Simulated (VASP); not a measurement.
## Al2Cu: single point with LDA

Crystal: Al2Cu.

```
CELL_PARAMETERS angstrom
-2.96887 2.96887 2.39028
2.96887 -2.96887 2.39028
2.96887 2.96887 -2.39028
ATOMIC_POSITIONS crystal
Al 0.34052 0.15948 0.50000
Al 0.15948 0.65948 0.81896
Al 0.84052 0.34052 0.18104
Al 0.65948 0.84052 0.50000
Cu 0.75000 0.75000 0.00000
Cu 0.25000 0.25000 0.00000
```

```yaml
Program: VASP 6.6.1
Task: single point
Functional: LDA
Potentials_or_basis: VASP PAW LDA potentials, release 64 (Al, Cu)
Cutoff: 520 eV
k_mesh: 10 × 10 × 10
Occupations: fermi-dirac, width 0.15 eV
Spin: no spin polarisation
Dipole_correction: no
Further_INCAR_settings: ALGO = Fast; EDIFF = 1e-06; NBANDS = 26
```

- Pressure: 0.3 GPa
- Largest force: 0.005 eV/Å
- Band gap on the k mesh: zero (bands 17 and 18 overlap by 4.49 eV)

Forces on the atoms (eV/Å):
```
Al  -0.003  0.003  0.000
Al  -0.003 -0.003  0.000
Al   0.003  0.003  0.000
Al   0.003 -0.003  0.000
Cu   0.000  0.000  0.000
Cu   0.000  0.000  0.000
```

Levels at points of the mesh, in eV from the Fermi level:
| k point | band 14 | band 15 | band 16 | band 17 | band 18 | band 19 | band 20 | band 21 |
| --- | --- | --- | --- | --- | --- | --- | --- | --- |
| (0.00, 0.00, 0.00) | -2.04 | -1.50 | -1.31 | -1.31 | -0.89 | -0.23 | 0.06 | 1.57 |
| (0.50, 0.00, 0.00) | -3.26 | -2.75 | -2.75 | 0.22 | 0.22 | 4.16 | 4.16 | 4.42 |
| (0.50, 0.50, 0.00) | -2.94 | -1.58 | -1.35 | -0.92 | -0.73 | 0.84 | 1.30 | 4.71 |
| (0.50, 0.50, 0.50) | -3.47 | -3.47 | -1.93 | 2.63 | 2.96 | 2.96 | 3.40 | 4.25 |

Run time: 3.8 min on 1 thread of Intel(R) Xeon(R) Platinum 8488C (Sapphire Rapids), on a shared host, peak memory 0.3 GiB.
